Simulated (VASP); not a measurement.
Runs of VASP 6.6.1 on Ni. The structure is that of space group Fm-3m (No. 225), or close to it. The cells are those of the table. 

```csv
task,level,cell,cutoff (eV),gap on the mesh (eV),pressure (GPa),moment (μB),relaxed volume (Å³/atom)
relaxation of cell and atoms,PBEsol,"relaxed from a = 2.492 Å, angles 60.0°, 1 atom",600,none,-0.1,0.64,10.39
single point,PBEsol,"a = 2.449 Å, angles 60.0°, 1 atom",520,none,0.0,0.64,-
relaxation of cell and atoms,PBE,"relaxed from a = 2.492 Å, angles 60.0°, 1 atom",600,none,0.0,0.64,(a)
single point,PBE,"a = 2.489 Å, angles 60.0°, 1 atom",520,none,-0.1,0.64,-
```

Alike in all rows: potentials or basis VASP PAW PBE potentials, release 64 (Ni); spin collinear, ferromagnetic start; k mesh 15 × 15 × 15; smearing fermi-dirac 0.05 eV.

Q: Fill in the values left out.

A: (a) 10.89.

Caveats: the PAW data sets were made with another functional, which shifts forces and pressure a little (at least some runs).

A gap of «none» marks levels without a gap at the run's occupations.
